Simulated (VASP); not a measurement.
Input of a VASP 6.6.1 run:

Contents of INCAR:

```
SYSTEM = AlN
PREC = Accurate
ENCUT = 600
EDIFF = 1E-6
ISMEAR = -1
SIGMA = 0.02
LREAL = .False.
LASPH = .True.
NELM = 120
ALGO = Normal
ISIF = 2
LWAVE = .False.
LCHARG = .True.
GGA = PE
LELF = .True.
LVHAR = .True.
NBANDS = 11
GGA_COMPAT = .False.
```

Contents of KPOINTS:

```
regular mesh
0
Gamma
  12 12 12
  0 0 0
```

POSCAR

```
AlN
1.0
    0.0000000000      1.9690000000      1.9690000000
    1.9690000000      0.0000000000      1.9690000000
    1.9690000000      1.9690000000      0.0000000000
Al N
1 1
Direct
    0.0000000000      0.0000000000      0.0000000000
    0.5000000000      0.5000000000      0.5000000000
```

Potentials or basis: VASP PAW PBE potentials, release 64 (Al, N).

Run with:

```sh
$ cat potpaw_PBE.64/Al/POTCAR potpaw_PBE.64/N/POTCAR > POTCAR
$ mpirun -np 1 vasp_std > vasp.out
```

(1) Predict the pressure.

(2) Predict the band gap on the k mesh.

Results:

(1) 30.0 GPa.

(2) 5.16 eV (least direct gap 6.87 eV).

Caveat: the cell stands under pressure.
